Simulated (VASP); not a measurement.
# TiN (Fm-3m) in VASP: notebook, part 2 of 2

VASP 6.6.1. Earlier steps stand in the parts before.

### Step 4. Electric field gradients, PBEsol (volume scaled by 1.06)

Input file INCAR:

```
SYSTEM = TiN
PREC = Accurate
ENCUT = 520
EDIFF = 1E-8
ISMEAR = -1
SIGMA = 0.05
LREAL = .FALSE.
LASPH = .TRUE.
NELM = 60
ALGO = Normal
ISIF = 2
LWAVE = .FALSE.
LCHARG = .FALSE.
GGA = PS
LEFG = .TRUE.
NBANDS = 16
```

Input file KPOINTS:

```
Automatic mesh
0
G
  17 17 17
  0 0 0
```

Input file POSCAR:

```
TiN
1.0
    0.0000000000      2.1636184092      2.1636184092
    2.1636184092      0.0000000000      2.1636184092
    2.1636184092      2.1636184092      0.0000000000
Ti N
1 1
Direct
    0.0000000000      0.0000000000      0.0000000000
    0.5000000000      0.5000000000      0.5000000000
```

Potentials or basis: VASP PAW PBE potentials, release 64 (Ti_sv, N).

Started as:

```sh
cat potpaw_PBE.64/Ti_sv/POTCAR potpaw_PBE.64/N/POTCAR > POTCAR
mpirun -np 1 vasp_std > vasp.out
```

OUTCAR:

```text
SYSTEM = TiN
   PREC = Accurate
   ENCUT = 520
   EDIFF = 1E-8
   ISMEAR = -1
   LREAL = .FALSE.
   LASPH = .TRUE.
   NELM = 60
   ISIF = 2
   GGA = PS

 ion  position               nearest neighbor table
   1  0.000  0.000  0.000-   2 2.16   2 2.16   2 2.16   2 2.16   2 2.16   2 2.16
   2  0.500  0.500  0.500-   1 2.16   1 2.16   1 2.16   1 2.16   1 2.16   1 2.16

  LATTYP: Found a face centered cubic cell.
 ALAT       =     4.3272368184

  Lattice vectors:

 A1 = (   0.0000000000,   2.1636184092,   2.1636184092)
 A2 = (   2.1636184092,   0.0000000000,   2.1636184092)
 A3 = (   2.1636184092,   2.1636184092,   0.0000000000)

Analysis of symmetry for initial positions (statically):
=====================================================================
 Subroutine PRICEL returns:
 Original cell was already a primitive cell.

 Routine SETGRP: Setting up the symmetry group for a
 face centered cubic supercell.

 Subroutine GETGRP returns: Found 48 space group operations
 (whereof 48 operations were pure point group operations)
 out of a pool of 48 trial point group operations.

The static configuration has the point symmetry O_h .

Analysis of symmetry for dynamics (positions and initial velocities):
=====================================================================
 Subroutine PRICEL returns:
 Original cell was already a primitive cell.

 Routine SETGRP: Setting up the symmetry group for a
 face centered cubic supercell.

 Subroutine GETGRP returns: Found 48 space group operations
 (whereof 48 operations were pure point group operations)
 out of a pool of 48 trial point group operations.

[... 159 lines left out ...]
      4     -23.3045      2.00000
      5      -6.1555      2.00000
      6       8.5768      2.00000
[... 433 lines left out ...]
      3     -23.3273      2.00000
      4     -23.3083      2.00000
      5      -5.7815      2.00000
      6       6.8342      2.00000
[... 8 lines left out ...]
     15      23.4200      0.00000
     16      28.1287      0.00000

 [... further k-points ...]

------------------------ aborting loop because EDIFF is reached ----------------------------------------

  FORCE on cell =-STRESS in cart. coord.  units (eV):
  Direction    XX          YY          ZZ          XY          YZ          ZX
  --------------------------------------------------------------------------------------
  -------------------------------------------------------------------------------------
  Total       -2.6811176     -2.6811176     -2.6811176     -0.0000000      0.0000000      0.0000000
  in kB     -212.0578979   -212.0578979   -212.0578979     -0.0000000      0.0000000      0.0000000
  external PRESSURE =    -212.0578979 kB  Pullay stress =       0.0000000 kB

 VOLUME and BASIS-vectors are now :
 -----------------------------------------------------------------------------
  energy-cutoff  :      520.00
  volume of cell :       20.26
      direct lattice vectors                 reciprocal lattice vectors
     0.000000000  2.163618409  2.163618409    -0.231094355  0.231094355  0.231094355
     2.163618409  0.000000000  2.163618409     0.231094355 -0.231094355  0.231094355
     2.163618409  2.163618409  0.000000000     0.231094355  0.231094355 -0.231094355

 POSITION                                       TOTAL-FORCE (eV/Angst)
 -----------------------------------------------------------------------------------
      0.00000      0.00000      0.00000         0.000000      0.000000     -0.000000
      2.16362      2.16362      2.16362         0.000000     -0.000000      0.000000
 -----------------------------------------------------------------------------------
    total drift:                                0.000000     -0.000000     -0.000000

  FREE ENERGIE OF THE ION-ELECTRON SYSTEM (eV)
  ---------------------------------------------------
  free  energy   TOTEN  =       -20.6680718854 eV

  energy  without entropy=      -20.6607452558  energy(sigma->0) =      -20.66440857

 Electric field gradients (V/A^2)
---------------------------------------------------------------------
 ion       V_xx      V_yy      V_zz      V_xy      V_xz      V_yz
---------------------------------------------------------------------
   1      -0.000    -0.000    -0.000     0.000     0.000     0.000
   2       0.000    -0.000     0.000    -0.000    -0.000    -0.000
---------------------------------------------------------------------

 Electric field gradients after diagonalization (V/A^2)
 (convention: |V_zz| > |V_xx| > |V_yy|)
----------------------------------------------------------------------
 ion       V_xx      V_yy      V_zz     asymmetry (V_yy - V_xx)/ V_zz
----------------------------------------------------------------------
   1      -0.000    -0.000     0.001       0.000
   2       0.000     0.000    -0.001       0.000
----------------------------------------------------------------------

           NMR quadrupolar parameters

 Cq : quadrupolar parameter    Cq=e*Q*V_zz/h
 eta: asymmetry parameters     (V_yy - V_xx)/ V_zz
 Q  : nuclear electric quadrupole moment in mb (millibarn)
----------------------------------------------------------------------
 ion       Cq(MHz)       eta       Q (mb)
----------------------------------------------------------------------
   1       0.000       0.000       1.000
   2      -0.000       0.000       1.000
----------------------------------------------------------------------
```

OSZICAR:

```text
N       E                     dE             d eps       ncg     rms          rms(c)
DAV:   1     0.131057524091E+03    0.13106E+03   -0.82654E+03  5304   0.124E+03
DAV:   2    -0.177588789838E+02   -0.14882E+03   -0.13987E+03  5824   0.343E+02
DAV:   3    -0.255380013335E+02   -0.77791E+01   -0.77041E+01  6888   0.813E+01
DAV:   4    -0.257189208188E+02   -0.18092E+00   -0.18074E+00  6352   0.118E+01
DAV:   5    -0.257231305100E+02   -0.42097E-02   -0.42097E-02  6304   0.162E+00    0.171E+01
DAV:   6    -0.211558004251E+02    0.45673E+01   -0.13036E+01  6928   0.520E+01    0.688E+00
DAV:   7    -0.207357852252E+02    0.42002E+00   -0.17961E+00  6448   0.162E+01    0.444E+00
DAV:   8    -0.211132062304E+02   -0.37742E+00   -0.16233E+00  6552   0.182E+01    0.701E+00
DAV:   9    -0.206727656109E+02    0.44044E+00   -0.71482E-01  5656   0.124E+01    0.113E+00
DAV:  10    -0.206694430430E+02    0.33226E-02   -0.51706E-02  6320   0.247E+00    0.446E-01
DAV:  11    -0.206683339139E+02    0.11091E-02   -0.55862E-03  5840   0.658E-01    0.226E-01
DAV:  12    -0.206681185732E+02    0.21534E-03   -0.41529E-04  6544   0.231E-01    0.677E-02
DAV:  13    -0.206680736186E+02    0.44955E-04   -0.89339E-05  7424   0.132E-01    0.178E-02
DAV:  14    -0.206680723187E+02    0.13000E-05   -0.77108E-06  6648   0.282E-02    0.923E-03
DAV:  15    -0.206680721985E+02    0.12020E-06   -0.13480E-06  6560   0.130E-02    0.494E-03
DAV:  16    -0.206680718911E+02    0.30734E-06   -0.40951E-07  5944   0.990E-03    0.782E-04
DAV:  17    -0.206680718854E+02    0.56832E-08   -0.16683E-08  5640   0.109E-03
   1 F= -.20668072E+02 E0= -.20664409E+02  d E =-.732663E-02
```

stdout:

```text
POSCAR found type information on POSCAR TiN
 POSCAR found :  2 types and       2 ions
 scaLAPACK will be used
 -----------------------------------------------------------------------------
|                                                                             |
|                                                                             |
|     You enforced a specific xc type in the INCAR file but a different       |
|     I HOPE YOU KNOW WHAT YOU ARE DOING!                                     |
|                                                                             |
 -----------------------------------------------------------------------------

 LDA part: xc-table for (Slater+PW92), standard interpolation
 POSCAR, INCAR and KPOINTS ok, starting setup
 FFT: planning ... GRIDC
 FFT: planning ... GRID_SOFT
 FFT: planning ... GRID
 WAVECAR not read
 entering main loop
ion   1

ion   2
```

Wall time 39 s (1 thread of AMD EPYC 9R45 (Zen 5), shared host); peak memory 0.15 GiB.

Results:

```yaml
Free_energy: -20.6681 eV
Pressure: -21.2 GPa
```

Levels at points of the mesh, in eV from the Fermi level:
| k point | band 7 | band 8 | band 9 | band 10 | band 11 | band 12 |
| --- | --- | --- | --- | --- | --- | --- |
| (0.00, 0.00, 0.00) | -1.93 | -1.93 | -0.57 | -0.57 | -0.57 | 0.52 |

Caveat: without QUAD_EFG the Cq values of the log hold for a quadrupole moment of 1 mb, not for the nuclei; the PAW data sets were made with another functional, which shifts forces and pressure a little.

### Step 5. Electric field gradients, PBEsol (volume scaled by 1.06)

Input file INCAR:

```
PREC = Accurate
ENCUT = 520
EDIFF = 1E-8
ISMEAR = -1
SIGMA = 0.05
LREAL = F
LASPH = T
NELM = 100
ALGO = Normal
ISIF = 2
LWAVE = F
LCHARG = F
GGA = PS
LEFG = T
NBANDS = 16
```

Input file KPOINTS:

```
regular mesh
0
Gamma
  17 17 17
```

POSCAR is that of step 4.

Potentials or basis: VASP PAW PBE potentials, release 64 (Ti_sv, N).

Started as:

```sh
cat potpaw_PBE.64/Ti_sv/POTCAR potpaw_PBE.64/N/POTCAR > POTCAR
mpirun -np 1 vasp_std > vasp.out
```

OUTCAR:

```text
PREC = Accurate
   ENCUT = 520
   EDIFF = 1E-8
   ISMEAR = -1
   LREAL = F
   LASPH = T
   NELM = 100
   ISIF = 2
   GGA = PS

 ion  position               nearest neighbor table
   1  0.000  0.000  0.000-   2 2.16   2 2.16   2 2.16   2 2.16   2 2.16   2 2.16
   2  0.500  0.500  0.500-   1 2.16   1 2.16   1 2.16   1 2.16   1 2.16   1 2.16

  LATTYP: Found a face centered cubic cell.
 ALAT       =     4.3272368184

  Lattice vectors:

 A1 = (   0.0000000000,   2.1636184092,   2.1636184092)
 A2 = (   2.1636184092,   0.0000000000,   2.1636184092)
 A3 = (   2.1636184092,   2.1636184092,   0.0000000000)

Analysis of symmetry for initial positions (statically):
=====================================================================
 Subroutine PRICEL returns:
 Original cell was already a primitive cell.

 Routine SETGRP: Setting up the symmetry group for a
 face centered cubic supercell.

 Subroutine GETGRP returns: Found 48 space group operations
 (whereof 48 operations were pure point group operations)
 out of a pool of 48 trial point group operations.

The static configuration has the point symmetry O_h .

Analysis of symmetry for dynamics (positions and initial velocities):
=====================================================================
 Subroutine PRICEL returns:
 Original cell was already a primitive cell.

 Routine SETGRP: Setting up the symmetry group for a
 face centered cubic supercell.

 Subroutine GETGRP returns: Found 48 space group operations
 (whereof 48 operations were pure point group operations)
 out of a pool of 48 trial point group operations.

The dynamic configuration has the point symmetry O_h .

 Subroutine INISYM returns: Found 48 space group operations
 (whereof 48 operations are pure point group operations),
 and found     1 'primitive' translations

----------------------------------------------------------------------------------------

                                     Primitive cell

  volume of cell :      20.2569

  direct lattice vectors                    reciprocal lattice vectors
     0.000000000  2.163618409  2.163618409    -0.231094355  0.231094355  0.231094355
     2.163618409  0.000000000  2.163618409     0.231094355 -0.231094355  0.231094355
     2.163618409  2.163618409  0.000000000     0.231094355  0.231094355 -0.231094355

  length of vectors
     3.059818498  3.059818498  3.059818498     0.400267164  0.400267164  0.400267164

  position of ions in fractional coordinates (direct lattice)
     0.000000000  0.000000000  0.000000000
     0.500000000  0.500000000  0.500000000

  ion indices of the primitive-cell ions
   primitive index   ion index
                 1           1
                 2           2

----------------------------------------------------------------------------------------

 KPOINTS: regular mesh

Automatic generation of k-mesh.
 Grid dimensions read from file:
 generate k-points for:   17   17   17

 Generating k-lattice:

[... 68 lines left out ...]
   ISYM   =      2    0-nonsym 1-usesym 2-fastsym
   POTIM  = 0.5000    time-step for ionic-motion
   TEBEG  =    0.0;   TEEND  =   0.0 temperature during run
   PSTRESS=    0.0 pullay stress
   NELECT =      17.0000    total number of electrons
   NUPDOWN=      -1.0000    fix difference up-down
   EMIN   =  10.00;   EMAX   =-10.00  energy-range for DOS
   EFERMI =   0.00;   METHOD = LEGACY
   ISMEAR =    -1;   SIGMA  =   0.05  broadening in eV -4-tet -1-fermi 0-gaus
   EFERMI_NEDOS =   21; number of points for ismear=-14 and -15
   IALGO  =     38    algorithm
   IMIX   =      4    mixing-type and parameters
     AMIX     =   0.40;   BMIX     =  1.00
     AMIX_MAG =   1.60;   BMIX_MAG =  1.00
  volume/ion in A,a.u.               =      10.13        68.35
  Fermi-wavevector in a.u.,A,eV,Ry     =   1.544189  2.918094 32.443362  2.384520
  Thomas-Fermi vector in A             =   2.649745
   LORBIT       =      0    0 simple, 1 ext, 2 COOP (PROOUT), +10 PAW based schemes
   GGA     = PS    functional components
   LHFCALC =     F    Hartree Fock is set to
   AEXX    =    0.0000 exact exchange contribution
   IVDW    =     0    specifies the selected vdW correction
   LEPSILON=     F    determine dielectric tensor
   LRPA    =     F    only Hartree local field effects (RPA)
 non-spin polarized calculation
  energy-cutoff  :      520.00
  volume of cell :       20.26
 maximum number of plane-waves:       560
   NGX = 11   NGY = 11   NGZ = 11

 number of electron      16.9999999 magnetization

 Free energy of the ion-electron system (eV)
  ---------------------------------------------------
  ext. energy  EPLUGINS =         0.00000000
  ---------------------------------------------------
  free energy    TOTEN  =       -20.66807189 eV

  energy without entropy =      -20.66074526  energy(sigma->0) =      -20.66440857

 E-fermi :  10.5054     XC(G=0): -12.8940

 val. band max:       10.4774275780   @ k =   0.1176   0.0588   0.0000
 cond. band min:      10.5062736050   @ k =  -0.1176   0.0588   0.0000
 fundamental gap:      0.0288460270
 Fermi energy:        10.5053550860

 k-point     1 :       0.0000    0.0000    0.0000
  band No.  band energies     occupation
      1     -47.1869      2.00000
      2     -23.3045      2.00000
      3     -23.3045      2.00000
      4     -23.3045      2.00000
      5      -6.1555      2.00000
      6       8.5768      2.00000
[... 433 lines left out ...]
      3     -23.3273      2.00000
      4     -23.3083      2.00000
      5      -5.7815      2.00000
      6       6.8342      2.00000
[... 8 lines left out ...]
     15      23.4200      0.00000
     16      28.1287      0.00000

 [... further k-points ...]

------------------------ aborting loop because EDIFF is reached ----------------------------------------

  FORCE on cell =-STRESS in cart. coord.  units (eV):
  Direction    XX          YY          ZZ          XY          YZ          ZX
  --------------------------------------------------------------------------------------
  -------------------------------------------------------------------------------------
  Total       -2.6811176     -2.6811176     -2.6811176     -0.0000000      0.0000000      0.0000000
  in kB     -212.0578979   -212.0578979   -212.0578979     -0.0000000      0.0000000      0.0000000
  external PRESSURE =    -212.0578979 kB  Pullay stress =       0.0000000 kB

 VOLUME and BASIS-vectors are now :
 -----------------------------------------------------------------------------
  energy-cutoff  :      520.00
  volume of cell :       20.26
      direct lattice vectors                 reciprocal lattice vectors
     0.000000000  2.163618409  2.163618409    -0.231094355  0.231094355  0.231094355
     2.163618409  0.000000000  2.163618409     0.231094355 -0.231094355  0.231094355
     2.163618409  2.163618409  0.000000000     0.231094355  0.231094355 -0.231094355

 POSITION                                       TOTAL-FORCE (eV/Angst)
 -----------------------------------------------------------------------------------
      0.00000      0.00000      0.00000         0.000000      0.000000     -0.000000
      2.16362      2.16362      2.16362         0.000000     -0.000000      0.000000
 -----------------------------------------------------------------------------------
    total drift:                                0.000000     -0.000000     -0.000000

  FREE ENERGIE OF THE ION-ELECTRON SYSTEM (eV)
  ---------------------------------------------------
  free  energy   TOTEN  =       -20.6680718854 eV

  energy  without entropy=      -20.6607452558  energy(sigma->0) =      -20.66440857

 Electric field gradients (V/A^2)
---------------------------------------------------------------------
 ion       V_xx      V_yy      V_zz      V_xy      V_xz      V_yz
---------------------------------------------------------------------
   1      -0.000    -0.000    -0.000     0.000     0.000     0.000
   2       0.000    -0.000     0.000    -0.000    -0.000    -0.000
---------------------------------------------------------------------

 Electric field gradients after diagonalization (V/A^2)
 (convention: |V_zz| > |V_xx| > |V_yy|)
----------------------------------------------------------------------
 ion       V_xx      V_yy      V_zz     asymmetry (V_yy - V_xx)/ V_zz
----------------------------------------------------------------------
   1      -0.000    -0.000     0.001       0.000
   2       0.000     0.000    -0.001       0.000
----------------------------------------------------------------------

           NMR quadrupolar parameters

 Cq : quadrupolar parameter    Cq=e*Q*V_zz/h
 eta: asymmetry parameters     (V_yy - V_xx)/ V_zz
 Q  : nuclear electric quadrupole moment in mb (millibarn)
----------------------------------------------------------------------
 ion       Cq(MHz)       eta       Q (mb)
----------------------------------------------------------------------
   1       0.000       0.000       1.000
   2      -0.000       0.000       1.000
----------------------------------------------------------------------
```

It took 37 s on 1 thread of AMD EPYC 9R45 (Zen 5), shared host; peak memory 0.15 GiB.

Results:

```
Free energy : -20.6681 eV
Pressure    : -21.2 GPa
```

Levels at points of the mesh, in eV from the Fermi level:
```csv
k point,band 7,band 8,band 9,band 10,band 11,band 12
"(0.00, 0.00, 0.00)",-1.93,-1.93,-0.57,-0.57,-0.57,0.52
```

Caveat: without QUAD_EFG the Cq values of the log hold for a quadrupole moment of 1 mb, not for the nuclei; the PAW data sets were made with another functional, which shifts forces and pressure a little.

### Step 6. Overview

| cell | gap on the mesh (eV) | pressure (GPa) |
| --- | --- | --- |
| a = 3.021 Å, angles 60.0°, 2 atoms | none | -12.6 |
| a = 3.040 Å, angles 60.0°, 2 atoms | none | -17.1 |
| a = 3.060 Å, angles 60.0°, 2 atoms | none | -21.2 |

Alike in all rows: task electric field gradients; level PBEsol; potentials or basis VASP PAW PBE potentials, release 64 (Ti_sv, N); no spin polarisation; k mesh 17 × 17 × 17; cutoff (eV) 520; smearing fermi-dirac 0.05 eV.

Caveats: the PAW data sets were made with another functional, which shifts forces and pressure a little.

Absolute energies hang on the potentials; compare differences alone.
